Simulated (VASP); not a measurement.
A run of VASP 6.6.1:

Contents of INCAR:

```
PREC = Accurate
ENCUT = 700
EDIFF = 1E-6
ISMEAR = 0
SIGMA = 0.1
LREAL = F
LASPH = T
NELM = 120
ALGO = Normal
ISIF = 2
LWAVE = F
LCHARG = T
GGA = PE
LELF = T
LVHAR = T
NBANDS = 28
GGA_COMPAT = F
```

Contents of KPOINTS:

```
Automatic mesh
0
Gamma
  6 6 2
```

File POSCAR:

```
KTaO3
1.0
    3.5367002311      0.0000000000      0.0000000000
    0.0000000000      3.5367002311      0.0000000000
    0.0000000000      0.0000000000      7.2792312998
K Ta O
1 1 3
Direct
    0.0000000000      0.0000000000      0.5000000000
    0.5000000000      0.5000000000      0.0000000000
    0.5000000000      0.5000000000      0.5000000000
    0.5000000000      0.5000000000      0.7457255244
    0.5000000000      0.5000000000      0.2542744756
```

Potentials or basis: VASP PAW PBE potentials, release 64 (K_sv, Ta_sv_GW, O).

Command:

```sh
$ cat potpaw_PBE.64/K_sv/POTCAR potpaw_PBE.64/Ta_sv_GW/POTCAR potpaw_PBE.64/O/POTCAR > POTCAR
$ mpirun -np 1 vasp_std > vasp.out
```

Hardware: 1 thread of AMD EPYC 9R45 96-Core Processor (Zen 5) (shared host).

Q: How long does it take, and how much memory?

A: Wall time 79 s on 1 thread of AMD EPYC 9R45 96-Core Processor (Zen 5), on a shared host, peak memory 0.26 GiB. Counts: scf iterations 30, k points 20.
